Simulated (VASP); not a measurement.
# BP (F-43m) in VASP: settings compared

BP is run at these levels: PBE, PBEsol; tasks: single point.

Everything below comes from runs of VASP 6.6.1. Logs are shortened: lines on timing, memory, paths and dates and some standing lists are left out, and cuts for length are marked.

### Step 1. The cell of the first run

It takes space group F-43m (No. 216, cubic). The conventional cell has a = 4.538 Å, b = 4.538 Å, c = 4.538 Å, α = 90.00°, β = 90.00°, γ = 90.00°. P (site symmetry -43m) has 4 B at 1.97 Å within 2.6 Å. B (site symmetry -43m) has 4 P at 1.97 Å within 2.6 Å.

### Step 2. Single point, PBE

INCAR reads:

```
PREC = Accurate
ENCUT = 520
EDIFF = 1E-6
ISMEAR = 0
SIGMA = 0.023
LREAL = F
LASPH = T
NELM = 100
ALGO = Normal
ISIF = 2
LWAVE = F
LCHARG = F
GGA = PE
NBANDS = 11
```

KPOINTS reads:

```
regular mesh
0
Gamma
  10 10 10
```

POSCAR reads:

```
BP
1.0
    0.0000000000      2.2690000000      2.2690000000
    2.2690000000      0.0000000000      2.2690000000
    2.2690000000      2.2690000000      0.0000000000
P B
1 1
Direct
    0.7500000000      0.7500000000      0.7500000000
    0.0000000000      0.0000000000      0.0000000000
```

Potentials or basis: VASP PAW PBE potentials, release 64 (P, B).

Run with:

```
$ cat potpaw_PBE.64/P/POTCAR potpaw_PBE.64/B/POTCAR > POTCAR
$ mpirun -np 1 vasp_std > vasp.out
```

OUTCAR:

```text
PREC = Accurate
   ENCUT = 520
   EDIFF = 1E-6
   ISMEAR = 0
   LREAL = F
   LASPH = T
   NELM = 100
   ISIF = 2
   GGA = PE

 ion  position               nearest neighbor table
   1  0.750  0.750  0.750-   2 1.97   2 1.97   2 1.97   2 1.97
   2  0.000  0.000  0.000-   1 1.97   1 1.97   1 1.97   1 1.97

  LATTYP: Found a face centered cubic cell.
 ALAT       =     4.5380000000

  Lattice vectors:

 A1 = (   0.0000000000,   2.2690000000,   2.2690000000)
 A2 = (   2.2690000000,   0.0000000000,   2.2690000000)
 A3 = (   2.2690000000,   2.2690000000,   0.0000000000)

Analysis of symmetry for initial positions (statically):
=====================================================================
 Subroutine PRICEL returns:
 Original cell was already a primitive cell.

 Routine SETGRP: Setting up the symmetry group for a
 face centered cubic supercell.

 Subroutine GETGRP returns: Found 24 space group operations
 (whereof 24 operations were pure point group operations)
 out of a pool of 48 trial point group operations.

The static configuration has the point symmetry T_d .

Analysis of symmetry for dynamics (positions and initial velocities):
=====================================================================
 Subroutine PRICEL returns:
 Original cell was already a primitive cell.

 Routine SETGRP: Setting up the symmetry group for a
 face centered cubic supercell.

 Subroutine GETGRP returns: Found 24 space group operations
 (whereof 24 operations were pure point group operations)
 out of a pool of 48 trial point group operations.

The dynamic configuration has the point symmetry T_d .

 Subroutine INISYM returns: Found 24 space group operations
 (whereof 24 operations are pure point group operations),
 and found     1 'primitive' translations

----------------------------------------------------------------------------------------

                                     Primitive cell

  volume of cell :      23.3633

  direct lattice vectors                    reciprocal lattice vectors
     0.000000000  2.269000000  2.269000000    -0.220361393  0.220361393  0.220361393
     2.269000000  0.000000000  2.269000000     0.220361393 -0.220361393  0.220361393
     2.269000000  2.269000000  0.000000000     0.220361393  0.220361393 -0.220361393

  length of vectors
     3.208850573  3.208850573  3.208850573     0.381677128  0.381677128  0.381677128

  position of ions in fractional coordinates (direct lattice)
     0.750000000  0.750000000  0.750000000
     0.000000000  0.000000000  0.000000000

  ion indices of the primitive-cell ions
   primitive index   ion index
                 1           1
                 2           2

----------------------------------------------------------------------------------------

 KPOINTS: regular mesh

Automatic generation of k-mesh.
 Grid dimensions read from file:
 generate k-points for:   10   10   10

 Generating k-lattice:

  Cartesian coordinates                     Fractional coordinates (reciprocal lattice)
    -0.022036139  0.022036139  0.022036139     0.100000000  0.000000000  0.000000000
     0.022036139 -0.022036139  0.022036139     0.000000000  0.100000000  0.000000000
     0.022036139  0.022036139 -0.022036139     0.000000000  0.000000000  0.100000000

  Length of vectors
     0.038167713  0.038167713  0.038167713

  Shift w.r.t. Gamma in fractional coordinates (k-lattice)
     0.000000000  0.000000000  0.000000000

 Subroutine IBZKPT returns following result:
 ===========================================

 Found     47 irreducible k-points:

 Following reciprocal coordinates:
            Coordinates               Weight
  0.000000  0.000000  0.000000      1.000000
  0.100000  0.000000  0.000000      8.000000
  0.200000  0.000000  0.000000      8.000000
  0.300000  0.000000  0.000000      8.000000
  0.400000  0.000000  0.000000      8.000000
  0.500000  0.000000  0.000000      4.000000
[... 16 lines left out ...]
  0.300000  0.300000  0.000000      6.000000
  0.400000  0.300000  0.000000     24.000000
 [... further k-points ...]
   k-points           NKPTS =     47   k-points in BZ     NKDIM =     47   number of bands    NBANDS=     11
   number of dos      NEDOS =    301   number of ions     NIONS =      2
   total plane-waves  NPLWV =  13824
   dimension x,y,z NGX =    24 NGY =   24 NGZ =   24
   dimension x,y,z NGXF=    48 NGYF=   48 NGZF=   48
   ions per type =               1   1
   NGX,Y,Z   is equivalent  to a cutoff of  12.43, 12.43, 12.43 a.u.
   NGXF,Y,Z  is equivalent  to a cutoff of  24.87, 24.87, 24.87 a.u.
 SYSTEM =  unknown system
   PREC   = accura    normal or accurate (medium, high low for compatibility)
   ISTART =      0    job   : 0-new  1-cont  2-samecut
   ICHARG =      2    charge: 1-file 2-atom 10-const
   ISPIN  =      1    spin polarized calculation?
   LNONCOLLINEAR =      F non collinear calculations
   LSORBIT =      F    spin-orbit coupling
   LASPH  =      T    aspherical Exc in radial PAW
   ENCUT  =  520.0 eV  38.22 Ry    6.18 a.u.   5.97  5.97  5.97*2*pi/ulx,y,z
   NELM   =    100;   NELMIN=  2; NELMDL= -5     # of ELM steps
   EDIFF  = 0.1E-05   stopping-criterion for ELM
   LREAL  =      F    real-space projection
   EDIFFG = 0.1E-04   stopping-criterion for IOM
   NSW    =      0    number of steps for IOM
   IBRION =     -1    ionic relax: 0-MD 1-quasi-New 2-CG
   NFREE  =      0    steps in history (QN), initial steepest desc. (CG)
   ISIF   =      2    stress and relaxation
   ISYM   =      2    0-nonsym 1-usesym 2-fastsym
   POTIM  = 0.5000    time-step for ionic-motion
   TEBEG  =    0.0;   TEEND  =   0.0 temperature during run
   PSTRESS=    0.0 pullay stress
   NELECT =       8.0000    total number of electrons
   NUPDOWN=      -1.0000    fix difference up-down
   EMIN   =  10.00;   EMAX   =-10.00  energy-range for DOS
   EFERMI =   0.00;   METHOD = LEGACY
   ISMEAR =     0;   SIGMA  =   0.02  broadening in eV -4-tet -1-fermi 0-gaus
   EFERMI_NEDOS =   21; number of points for ismear=-14 and -15
   IALGO  =     38    algorithm
   IMIX   =      4    mixing-type and parameters
     AMIX     =   0.40;   BMIX     =  1.00
     AMIX_MAG =   1.60;   BMIX_MAG =  1.00
  volume/ion in A,a.u.               =      11.68        78.83
  Fermi-wavevector in a.u.,A,eV,Ry     =   1.145320  2.164342 17.847562  1.311759
  Thomas-Fermi vector in A             =   2.282009
   LORBIT       =      0    0 simple, 1 ext, 2 COOP (PROOUT), +10 PAW based schemes
   GGA     = PE    functional components
   LHFCALC =     F    Hartree Fock is set to
   AEXX    =    0.0000 exact exchange contribution
   IVDW    =     0    specifies the selected vdW correction
   LEPSILON=     F    determine dielectric tensor
   LRPA    =     F    only Hartree local field effects (RPA)
 non-spin polarized calculation
 Gauss-broadening in eV      SIGMA  =   0.02
  energy-cutoff  :      520.00
  volume of cell :       23.36
 maximum number of plane-waves:       639
   NGX = 11   NGY = 11   NGZ = 11

 number of electron       8.0000000 magnetization

 Free energy of the ion-electron system (eV)
  ---------------------------------------------------
  ext. energy  EPLUGINS =         0.00000000
  ---------------------------------------------------
  free energy    TOTEN  =       -12.93048094 eV

  energy without entropy =      -12.93048094  energy(sigma->0) =      -12.93048094

 E-fermi :   7.5676     XC(G=0): -10.9072

 val. band max:        7.4329392161   @ k =   0.0000   0.0000   0.0000
 cond. band min:       8.6721153515   @ k =   0.4000   0.4000   0.0000
 fundamental gap:      1.2391761355
 Fermi energy:         7.5675743907

 k-point     1 :       0.0000    0.0000    0.0000
  band No.  band energies     occupation
      1      -8.0275      2.00000
      2       7.4329      2.00000
      3       7.4329      2.00000
      4       7.4329      2.00000
      5      10.8336      0.00000
      6      10.8336      0.00000
      7      10.8336      0.00000
      8      14.8072      0.00000
      9      18.9456      0.00000
     10      19.5616      0.00000
     11      19.5616      0.00000

 k-point     2 :       0.1000    0.0000    0.0000
  band No.  band energies     occupation
      1      -7.8473      2.00000
      2       6.1309      2.00000
      3       7.1381      2.00000
      4       7.1381      2.00000
      5      11.2418      0.00000
      6      11.2418      0.00000
      7      11.2703      0.00000
      8      15.3283      0.00000
      9      18.8776      0.00000
     10      18.8776      0.00000
     11      19.5144      0.00000

 k-point     3 :       0.2000    0.0000    0.0000
  band No.  band energies     occupation
      1      -7.3137      2.00000
      2       3.7893      2.00000
      3       6.5790      2.00000
      4       6.5790      2.00000
      5      11.4680      0.00000
      6      11.9616      0.00000
      7      11.9616      0.00000
      8      16.5013      0.00000
      9      18.2767      0.00000
     10      18.2767      0.00000
     11      20.3745      0.00000

 k-point     4 :       0.3000    0.0000    0.0000
  band No.  band energies     occupation
      1      -6.4566      2.00000
      2       1.4300      2.00000
      3       6.0900      2.00000
      4       6.0900      2.00000
      5      11.3743      0.00000
      6      12.2909      0.00000
      7      12.2909      0.00000
      8      17.4120      0.00000
      9      18.8536      0.00000
     10      18.8536      0.00000
     11      20.6373      0.00000
[... 239 lines left out ...]
 k-point    22 :      -0.2000    0.2000    0.0000
  band No.  band energies     occupation
      1      -6.1651      2.00000
      2       2.1840      2.00000
      3       3.2611      2.00000
      4       6.1893      2.00000
      5      11.9078      0.00000
      6      12.7494      0.00000
      7      13.8202      0.00000
      8      15.7721      0.00000
      9      16.9353      0.00000
     10      21.0502      0.00000
     11      23.2379      0.00000

 k-point    23 :       0.3000    0.3000    0.0000
  band No.  band energies     occupation
      1      -5.9129      2.00000
      2       2.6005      2.00000
      3       4.2122      2.00000
      4       4.2122      2.00000
      5       8.9572      0.00000
      6      11.3432      0.00000
      7      16.2982      0.00000
      8      16.2982      0.00000
      9      20.4925      0.00000
     10      21.8175      0.00000
     11      23.9730      0.00000

 k-point    24 :       0.4000    0.3000    0.0000
  band No.  band energies     occupation
      1      -5.0879      2.00000
      2       1.2728      2.00000
      3       3.3845      2.00000
      4       3.9176      2.00000
      5       9.2444      0.00000
      6      11.0561      0.00000
      7      16.9123      0.00000
      8      16.9206      0.00000
      9      21.4338      0.00000
     10      22.6949      0.00000
     11      24.4914      0.00000

 [... further k-points ...]
[... 5 lines left out ...]
  --------------------------------------------------------------------------------------
  -------------------------------------------------------------------------------------
  Total        0.1296651      0.1296651      0.1296651      0.0000000      0.0000000     -0.0000000
  in kB        8.8920176      8.8920176      8.8920176      0.0000000      0.0000000     -0.0000000
  external PRESSURE =       8.8920176 kB  Pullay stress =       0.0000000 kB

 VOLUME and BASIS-vectors are now :
 -----------------------------------------------------------------------------
  energy-cutoff  :      520.00
  volume of cell :       23.36
      direct lattice vectors                 reciprocal lattice vectors
     0.000000000  2.269000000  2.269000000    -0.220361393  0.220361393  0.220361393
     2.269000000  0.000000000  2.269000000     0.220361393 -0.220361393  0.220361393
     2.269000000  2.269000000  0.000000000     0.220361393  0.220361393 -0.220361393

 POSITION                                       TOTAL-FORCE (eV/Angst)
 -----------------------------------------------------------------------------------
      3.40350      3.40350      3.40350         0.000000     -0.000000      0.000000
      0.00000      0.00000      0.00000        -0.000000      0.000000     -0.000000
 -----------------------------------------------------------------------------------
    total drift:                               -0.000000     -0.000000     -0.000000

  FREE ENERGIE OF THE ION-ELECTRON SYSTEM (eV)
  ---------------------------------------------------
  free  energy   TOTEN  =       -12.9304809423 eV

  energy  without entropy=      -12.9304809423  energy(sigma->0) =      -12.93048094
```

Run time: 5.2 s. Hardware: 1 thread of Intel Xeon Platinum 8488C (Sapphire Rapids), shared host; peak memory 0.13 GiB.

What came out:

* Free energy: -12.9305 eV
* Pressure: 0.9 GPa
* Band gap on the k mesh: 1.24 eV, indirect (least direct gap 3.40 eV)

Levels at points of the mesh, in eV from the valence-band top:
| k point | band 1 | band 2 | band 3 | band 4 | band 5 | band 6 | band 7 | band 8 |
| --- | --- | --- | --- | --- | --- | --- | --- | --- |
| (0.00, 0.00, 0.00) | -15.46 | 0.00 | 0.00 | 0.00 | 3.40 | 3.40 | 3.40 | 7.37 |
| (0.50, 0.00, 0.00) | -12.14 | -9.03 | -1.76 | -1.76 | 3.78 | 4.71 | 4.71 | 10.13 |
| (0.50, 0.50, 0.00) | -10.61 | -8.58 | -4.11 | -4.11 | 1.33 | 1.66 | 12.12 | 12.12 |

A k mesh can miss the band edges.

[end of part 1 of 2]
